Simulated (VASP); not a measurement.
CaO:

```
CELL_PARAMETERS angstrom
-0.05371 2.59603 2.59603
2.59603 -0.05371 2.59603
2.59603 2.59603 -0.05371
ATOMIC_POSITIONS crystal
Ca 0.99820 0.99820 0.99820
O 0.25180 0.25180 0.25180
```

This cell differs from its parent crystal: epitaxial 111 strain +1.7%.

Base run:

```yaml
Program: VASP 6.6.1
Functional: PBE
Potentials_or_basis: VASP PAW PBE potentials, release 64 (Ca_sv, O)
Cutoff: 520 eV
k_mesh: 8 × 8 × 8
Occupations: fermi-dirac, width 0.02 eV
Spin: no spin polarisation
```

Its results: band gap on the k mesh 3.24 eV (least direct gap 3.78 eV); pressure 0.3 GPa; largest force 0.008 eV/Å.

Q: The run is repeated on the same cell with these changes: functional from PBE to r2SCAN; occupations from fermi-dirac, width 0.02 eV to gaussian, width 0.01 eV. What comes out?

A: Band gap on the k mesh 3.65 eV (least direct gap 4.19 eV); pressure -0.7 GPa; largest force 0.014 eV/Å.

Caveats: the PAW data sets were made with another functional, which shifts forces and pressure a little (at least some runs).

A k mesh can miss the band edges.
